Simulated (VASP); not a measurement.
Set up this calculation in VASP 6.6.1, as the native input.

```
Task                   : electric field gradients
Functional             : PBEsol
Potentials or basis    : VASP PAW PBE potentials, release 64 (K_sv, I)
Cutoff                 : 520 eV
k mesh                 : 8 × 8 × 8
Occupations            : fermi-dirac, width 0.01 eV
Spin                   : no spin polarisation
Dipole correction      : no
Further INCAR settings : ALGO = Normal; EDIFF = 1e-08; NBANDS = 15
```

The structure of KI lies in POSCAR:

```
KI
1.0
    0.0000000000      3.5127621193      3.5127621193
    3.5127621193      0.0000000000      3.5127621193
    3.5127621193      3.5127621193      0.0000000000
K I
1 1
Direct
    0.0000000000      0.0000000000      0.0000000000
    0.5000000000      0.5000000000      0.5000000000
```

This cell differs from its parent crystal: volume scaled by 0.99.

These files were run (other wordings do the same):

INCAR

```
ALGO = Normal ; EDIFF = 1E-8
ENCUT = 520 ; GGA = PS
ISIF = 2 ; ISMEAR = -1
LASPH = True ; LCHARG = False
LEFG = True ; LREAL = False
LWAVE = False ; NBANDS = 15
NELM = 60 ; PREC = Accurate
SIGMA = 0.01
```

KPOINTS

```
k-points
0
Gamma
  8 8 8
```

Potentials or basis: VASP PAW PBE potentials, release 64 (K_sv, I).

Run with:

```sh
$ cat potpaw_PBE.64/K_sv/POTCAR potpaw_PBE.64/I/POTCAR > POTCAR
$ mpirun -np 1 vasp_std > vasp.out
```

Results of the run:

| Property | Result |
| --- | --- |
| Pressure | -0.1 GPa |
| Band gap on the k mesh | 3.85 eV, direct |

Caveat: without QUAD_EFG the Cq values of the log hold for a quadrupole moment of 1 mb, not for the nuclei; the PAW data sets were made with another functional, which shifts forces and pressure a little; spin-orbit coupling is left out, which moves the levels of the heavy elements.

It took 55 s on 1 thread of Intel(R) Xeon(R) Platinum 8259CL CPU @ 2.50GHz (Skylake/Cascade Lake), on a shared host, peak memory 0.25 GiB.
